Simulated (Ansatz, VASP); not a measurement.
## MoS2: VASP beside Ansatz

```
Mo S
1.0
     3.22624    0.00000    0.00000
    -1.61312    2.79400    0.00000
     0.00000    0.00000    6.27376
Mo S
1 2
Direct
  0.00000 0.00000 0.50000
  0.33333 0.66667 0.23746
  0.66667 0.33333 0.73066
```

Change from the starting cell: all S atoms moved -0.100 Å, as atom 2 along Cartesian [0 0 1].

Alike in both runs: task single point; functional r2SCAN; k mesh 18 × 18 × 8; occupations gaussian, width 0.15 eV; no spin polarisation.

|  | VASP | Ansatz |
| --- | --- | --- |
| version | VASP 6.6.1 | Ansatz 0.2.0 |
| potentials or method | VASP PAW PBE potentials, release 64 (Mo_sv, S), cutoff 520 eV | scalar-relativistic, plane waves, PAW |
| valence electrons in the cell | 26 | 26 |

```csv
,VASP,Ansatz,Ansatz less VASP
gap on the k mesh at the Fermi level (eV),none,none,-
pressure (GPa),0.7,0.7,-0.04
"traceless stress, the component that is largest in VASP (GPa)",-0.42,-0.40,+0.011
rms of the force components (eV/Å),0.907,0.906,-0.0010
```

VASP's potentials were made for PBE, not for r2SCAN. Atom by atom the forces differ by 0.003 eV/Å (rms over components). A gap of «none» marks a metal or a gap that the smearing closes. The functional is the same, so the differences come from potentials, cutoffs and numerics.
